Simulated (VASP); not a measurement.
A run of VASP 6.6.1 is set up as follows.

Contents of INCAR:

```
SYSTEM = MoS2
  PREC = Accurate
  ENCUT = 520
  EDIFF = 1E-8
  ISMEAR = -1
  SIGMA = 0.03
  LREAL = .False.
  LASPH = .True.
  NELM = 80
  ALGO = Normal
  ISIF = 2
  LWAVE = .False.
  LCHARG = .False.
  GGA = PE
  LEFG = .True.
  NBANDS = 35
```

The input KPOINTS:

```
Automatic mesh
0
Gamma
  10 10 3
  0 0 0
```

The input POSCAR:

```
MoS2
1.0
    3.1610016016      0.0316100160      0.0316100160
   -1.5531257239      2.7217026804      0.0115700689
    0.1229500000      0.1229500000     12.2950000000
Mo S
2 4
Direct
    0.3333333333      0.6666666667      0.2500000000
    0.6666666667      0.3333333333      0.7500000000
    0.3333333333      0.6666666667      0.6275000000
    0.6666666667      0.3333333333      0.1275000000
    0.3333333333      0.6666666667      0.8725000000
    0.6666666667      0.3333333333      0.3725000000
```

Potentials or basis: VASP PAW PBE potentials, release 64 (Mo_sv, S).

Command:

```bash
$ cat potpaw_PBE.64/Mo_sv/POTCAR potpaw_PBE.64/S/POTCAR > POTCAR
$ mpirun -np 1 vasp_std > vasp.out
```

(1) Estimate the band gap on the k mesh.

(2) What does it give for the largest force?

(3) Predict the pressure.

Results:

(1) 0.85 eV (least direct gap 1.82 eV).

(2) 1.337 eV/Å.

(3) 8.9 GPa.

Caveat: the cell differs from its parent crystal (equal xy, yz and zx shear strains of +2 %); the cell stands under pressure; without QUAD_EFG the Cq values of the log hold for a quadrupole moment of 1 mb, not for the nuclei; an odd mesh through Γ misses points on the zone boundary, where band edges can lie; forces of over 1 eV/Å act on the atoms, so gaps and moduli don't describe the material at rest.
